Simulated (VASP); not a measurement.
Runs of VASP 6.6.1 on NbRe3Pd. The structure is that of space group Pm-3m (No. 221), or close to it. The cells are those of the table. 

| task | cell | k mesh | cutoff (eV) | gap on the mesh (eV) | pressure (GPa) | relaxed volume (Å³/atom) |
| --- | --- | --- | --- | --- | --- | --- |
| relaxation of cell and atoms | relaxed from a = 4.624 Å, 5 atoms | 8 × 8 × 8 | 600 | none | 0.0 | (a) |
| single point | a = 4.109 Å, 5 atoms | 4 × 4 × 4 | 520 | none | 135.9 | - |
| relaxation of cell and atoms | relaxed from a = 4.109 Å, 5 atoms | 4 × 4 × 4 | 600 | none | -0.2 | (b) |
| single point | a = 4.624 Å, 5 atoms | 4 × 4 × 4 | 520 | none | -1.2 | - |
| single point | a = 4.629 Å, 5 atoms | 8 × 8 × 8 | 520 | none | -1.4 | - |

Alike in all rows: level PBE; potentials or basis VASP PAW PBE potentials, release 64 (Nb_sv, Re, Pd); no spin polarisation; smearing gaussian 0.1 eV.

Problem. Estimate the missing entries.

Solution. (a) 19.69; (b) 19.65.

Caveats: some runs use coarse meshes; spin-orbit coupling is left out, which moves the levels of the heavy elements; the volume moved by over 15 % at a fixed basis, so the end points are rough (at least some runs).

A k mesh can miss the band edges, and the runs leave out spin-orbit coupling on Nb, Pd, Re.

A gap of «none» marks levels without a gap at the run's occupations.
